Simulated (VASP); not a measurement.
# MgO (Fm-3m) in VASP: further runs, part 2 of 2

VASP 6.6.1. The steps go on from the part before.

**6. Single point, PBE**

This run uses another cell than the first one, of 9.62 Å³/atom, 1.043 times its volume.

Contents of INCAR:

```
ALGO     = Normal         # electronic algorithm
EDIFF    = 1E-6           # SCF threshold, eV
ENCUT    = 520            # plane-wave cutoff, eV
GGA      = PE             # functional
ISIF     = 2              # what is computed and relaxed
ISMEAR   = -1             # smearing method
LASPH    = True           # aspherical terms in the spheres
LCHARG   = False          # write CHGCAR
LREAL    = False          # projectors in reciprocal space
LWAVE    = False          # write WAVECAR
NBANDS   = 11             # bands
NELM     = 60             # most SCF steps
PREC     = Accurate       # precision mode
SIGMA    = 0.05           # smearing width, eV
```

Contents of KPOINTS:

```
k-points
0
Gamma
  11 11 11
```

Contents of POSCAR:

```
MgO
1.0
    0.0000000000      2.1267959405      2.1267959405
    2.1267959405      0.0000000000      2.1267959405
    2.1267959405      2.1267959405      0.0000000000
Mg O
1 1
Direct
    0.0000000000      0.0000000000      0.0000000000
    0.5000000000      0.5000000000      0.5000000000
```

Potentials or basis: VASP PAW PBE potentials, release 64 (Mg, O).

On the command line:

```sh
cat potpaw_PBE.64/Mg/POTCAR potpaw_PBE.64/O/POTCAR > POTCAR
mpirun -np 1 vasp_std > vasp.out
```

OUTCAR:

```text
EDIFF = 1E-6
   ENCUT = 520
   GGA = PE
   ISIF = 2
   ISMEAR = -1
   LASPH = True
   LREAL = False
   NELM = 60
   PREC = Accurate

 ion  position               nearest neighbor table
   1  0.000  0.000  0.000-   2 2.13   2 2.13   2 2.13   2 2.13   2 2.13   2 2.13
   2  0.500  0.500  0.500-   1 2.13   1 2.13   1 2.13   1 2.13   1 2.13   1 2.13

  LATTYP: Found a face centered cubic cell.
 ALAT       =     4.2535918810

  Lattice vectors:

 A1 = (   0.0000000000,   2.1267959405,   2.1267959405)
 A2 = (   2.1267959405,   0.0000000000,   2.1267959405)
 A3 = (   2.1267959405,   2.1267959405,   0.0000000000)

Analysis of symmetry for initial positions (statically):
=====================================================================
 Subroutine PRICEL returns:
 Original cell was already a primitive cell.

 Routine SETGRP: Setting up the symmetry group for a
 face centered cubic supercell.

 Subroutine GETGRP returns: Found 48 space group operations
 (whereof 48 operations were pure point group operations)
 out of a pool of 48 trial point group operations.

The static configuration has the point symmetry O_h .

Analysis of symmetry for dynamics (positions and initial velocities):
=====================================================================
 Subroutine PRICEL returns:
 Original cell was already a primitive cell.

 Routine SETGRP: Setting up the symmetry group for a
 face centered cubic supercell.

 Subroutine GETGRP returns: Found 48 space group operations
 (whereof 48 operations were pure point group operations)
 out of a pool of 48 trial point group operations.

The dynamic configuration has the point symmetry O_h .

 Subroutine INISYM returns: Found 48 space group operations
 (whereof 48 operations are pure point group operations),
 and found     1 'primitive' translations

----------------------------------------------------------------------------------------

                                     Primitive cell

  volume of cell :      19.2401

  direct lattice vectors                    reciprocal lattice vectors
     0.000000000  2.126795941  2.126795941    -0.235095427  0.235095427  0.235095427
     2.126795941  0.000000000  2.126795941     0.235095427 -0.235095427  0.235095427
     2.126795941  2.126795941  0.000000000     0.235095427  0.235095427 -0.235095427

  length of vectors
     3.007743663  3.007743663  3.007743663     0.407197224  0.407197224  0.407197224

  position of ions in fractional coordinates (direct lattice)
     0.000000000  0.000000000  0.000000000
     0.500000000  0.500000000  0.500000000

  ion indices of the primitive-cell ions
   primitive index   ion index
                 1           1
                 2           2

----------------------------------------------------------------------------------------

 KPOINTS: k-points

Automatic generation of k-mesh.
 Grid dimensions read from file:
 generate k-points for:   11   11   11

 Generating k-lattice:

  Cartesian coordinates                     Fractional coordinates (reciprocal lattice)
    -0.021372312  0.021372312  0.021372312     0.090909091  0.000000000  0.000000000
     0.021372312 -0.021372312  0.021372312     0.000000000  0.090909091  0.000000000
     0.021372312  0.021372312 -0.021372312     0.000000000  0.000000000  0.090909091

  Length of vectors
     0.037017929  0.037017929  0.037017929

  Shift w.r.t. Gamma in fractional coordinates (k-lattice)
     0.000000000  0.000000000  0.000000000

 Subroutine IBZKPT returns following result:
 ===========================================

 Found     56 irreducible k-points:

 Following reciprocal coordinates:
            Coordinates               Weight
  0.000000  0.000000  0.000000      1.000000
  0.090909  0.000000  0.000000      8.000000
  0.181818  0.000000  0.000000      8.000000
  0.272727  0.000000  0.000000      8.000000
  0.363636  0.000000  0.000000      8.000000
  0.454545  0.000000  0.000000      8.000000
[... 16 lines left out ...]
 -0.272727  0.181818  0.000000     24.000000
 -0.181818  0.181818  0.000000     12.000000
 [... further k-points ...]
   k-points           NKPTS =     56   k-points in BZ     NKDIM =     56   number of bands    NBANDS=     11
   number of dos      NEDOS =    301   number of ions     NIONS =      2
   total plane-waves  NPLWV =  13824
   dimension x,y,z NGX =    24 NGY =   24 NGZ =   24
   dimension x,y,z NGXF=    48 NGYF=   48 NGZF=   48
   ions per type =               1   1
   NGX,Y,Z   is equivalent  to a cutoff of  13.27, 13.27, 13.27 a.u.
   NGXF,Y,Z  is equivalent  to a cutoff of  26.53, 26.53, 26.53 a.u.
 SYSTEM =  unknown system
   PREC   = accura    normal or accurate (medium, high low for compatibility)
   ISTART =      0    job   : 0-new  1-cont  2-samecut
   ICHARG =      2    charge: 1-file 2-atom 10-const
   ISPIN  =      1    spin polarized calculation?
   LNONCOLLINEAR =      F non collinear calculations
   LSORBIT =      F    spin-orbit coupling
   LASPH  =      T    aspherical Exc in radial PAW
   ENCUT  =  520.0 eV  38.22 Ry    6.18 a.u.   5.59  5.59  5.59*2*pi/ulx,y,z
   NELM   =     60;   NELMIN=  2; NELMDL= -5     # of ELM steps
   EDIFF  = 0.1E-05   stopping-criterion for ELM
   LREAL  =      F    real-space projection
   EDIFFG = 0.1E-04   stopping-criterion for IOM
   NSW    =      0    number of steps for IOM
   IBRION =     -1    ionic relax: 0-MD 1-quasi-New 2-CG
   NFREE  =      0    steps in history (QN), initial steepest desc. (CG)
   ISIF   =      2    stress and relaxation
   ISYM   =      2    0-nonsym 1-usesym 2-fastsym
   POTIM  = 0.5000    time-step for ionic-motion
   TEBEG  =    0.0;   TEEND  =   0.0 temperature during run
   PSTRESS=    0.0 pullay stress
   NELECT =       8.0000    total number of electrons
   NUPDOWN=      -1.0000    fix difference up-down
   EMIN   =  10.00;   EMAX   =-10.00  energy-range for DOS
   EFERMI =   0.00;   METHOD = LEGACY
   ISMEAR =    -1;   SIGMA  =   0.05  broadening in eV -4-tet -1-fermi 0-gaus
   EFERMI_NEDOS =   21; number of points for ismear=-14 and -15
   IALGO  =     38    algorithm
   IMIX   =      4    mixing-type and parameters
     AMIX     =   0.40;   BMIX     =  1.00
     AMIX_MAG =   1.60;   BMIX_MAG =  1.00
  volume/ion in A,a.u.               =       9.62        64.92
  Fermi-wavevector in a.u.,A,eV,Ry     =   1.221900  2.309056 20.314038  1.493040
  Thomas-Fermi vector in A             =   2.357066
   LORBIT       =      0    0 simple, 1 ext, 2 COOP (PROOUT), +10 PAW based schemes
   GGA     = PE    functional components
   LHFCALC =     F    Hartree Fock is set to
   AEXX    =    0.0000 exact exchange contribution
   IVDW    =     0    specifies the selected vdW correction
   LEPSILON=     F    determine dielectric tensor
   LRPA    =     F    only Hartree local field effects (RPA)
 non-spin polarized calculation
  energy-cutoff  :      520.00
  volume of cell :       19.24
 maximum number of plane-waves:       532
   NGX = 11   NGY = 11   NGZ = 11

 number of electron       8.0000004 magnetization

 Free energy of the ion-electron system (eV)
  ---------------------------------------------------
  ext. energy  EPLUGINS =         0.00000000
  ---------------------------------------------------
  free energy    TOTEN  =       -11.91171775 eV

  energy without entropy =      -11.91171775  energy(sigma->0) =      -11.91171775

 E-fermi :   4.0623     XC(G=0): -10.9400

 val. band max:        2.9695987414   @ k =   0.0000   0.0000   0.0000
 cond. band min:       7.4148251742   @ k =   0.0000   0.0000   0.0000
 fundamental gap:      4.4452264328
 Fermi energy:         4.0622666303

 k-point     1 :       0.0000    0.0000    0.0000
  band No.  band energies     occupation
      1     -14.1456      2.00000
      2       2.9696      2.00000
      3       2.9696      2.00000
      4       2.9696      2.00000
      5       7.4148      0.00000
      6      18.6022      0.00000
      7      18.6022      0.00000
      8      18.6022      0.00000
      9      22.4421      0.00000
     10      24.1824      0.00000
     11      24.1824      0.00000
[... 309 lines left out ...]
 k-point    24 :      -0.1818    0.1818    0.0000
  band No.  band energies     occupation
      1     -13.4045      2.00000
      2       0.1735      2.00000
      3       1.8966      2.00000
      4       2.6181      2.00000
      5      10.7204      0.00000
      6      14.8636      0.00000
      7      18.1193      0.00000
      8      20.5993      0.00000
      9      20.7719      0.00000
     10      23.8940      0.00000
     11      26.9918      0.00000

 [... further k-points ...]

------------------------ aborting loop because EDIFF is reached ----------------------------------------

  FORCE on cell =-STRESS in cart. coord.  units (eV):
  Direction    XX          YY          ZZ          XY          YZ          ZX
  --------------------------------------------------------------------------------------
  -------------------------------------------------------------------------------------
  Total       -0.0871779     -0.0871779     -0.0871779      0.0000000      0.0000000     -0.0000000
  in kB       -7.2595482     -7.2595482     -7.2595482      0.0000000      0.0000000     -0.0000000
  external PRESSURE =      -7.2595482 kB  Pullay stress =       0.0000000 kB

 VOLUME and BASIS-vectors are now :
 -----------------------------------------------------------------------------
  energy-cutoff  :      520.00
  volume of cell :       19.24
      direct lattice vectors                 reciprocal lattice vectors
     0.000000000  2.126795941  2.126795941    -0.235095427  0.235095427  0.235095427
     2.126795941  0.000000000  2.126795941     0.235095427 -0.235095427  0.235095427
     2.126795941  2.126795941  0.000000000     0.235095427  0.235095427 -0.235095427

 POSITION                                       TOTAL-FORCE (eV/Angst)
 -----------------------------------------------------------------------------------
      0.00000      0.00000      0.00000         0.000000     -0.000000      0.000000
      2.12680      2.12680      2.12680        -0.000000      0.000000     -0.000000
 -----------------------------------------------------------------------------------
    total drift:                               -0.000000     -0.000000      0.000000

  FREE ENERGIE OF THE ION-ELECTRON SYSTEM (eV)
  ---------------------------------------------------
  free  energy   TOTEN  =       -11.9117177479 eV

  energy  without entropy=      -11.9117177479  energy(sigma->0) =      -11.91171775
```

Wall time 4.5 s (1 thread of Intel Xeon 6975P-C (Granite Rapids), shared host); peak memory 0.14 GiB.

What came out:

| Property | Result |
| --- | --- |
| Free energy | -11.9117 eV |
| Pressure | -0.7 GPa |
| Band gap on the k mesh | 4.45 eV, direct |

**7. Summary**

```tsv
level	potentials or basis	cell	k mesh	smearing	gap on the mesh (eV)	pressure (GPa)
PBE	VASP PAW PBE potentials, release 64 (Mg, O)	a = 2.966 Å, angles 60.0°, 2 atoms	6 × 6 × 6	fermi-dirac 0.05 eV	4.85	6.2
PBE	VASP PAW PBE potentials, release 64 (Mg, O)	a = 2.966 Å, angles 60.0°, 2 atoms	11 × 11 × 11	gaussian 0.011 eV	4.85	6.2
LDA	VASP PAW LDA potentials, release 64 (Mg, O)	a = 2.966 Å, angles 60.0°, 2 atoms	11 × 11 × 11	fermi-dirac 0.05 eV	4.78	-5.8
LDA	VASP PAW LDA potentials, release 64 (Mg, O)	a = 2.941 Å, angles 60.0°, 2 atoms	11 × 11 × 11	fermi-dirac 0.05 eV	5.04	-1.7
PBE	VASP PAW PBE potentials, release 64 (Mg, O)	a = 3.008 Å, angles 60.0°, 2 atoms	11 × 11 × 11	fermi-dirac 0.05 eV	4.45	-0.7
```

Alike in all rows: task single point; no spin polarisation; cutoff (eV) 520.

Caveats: some runs use coarse meshes.

Total energies depend on the potentials used, so only differences within one code and one set of settings carry meaning.
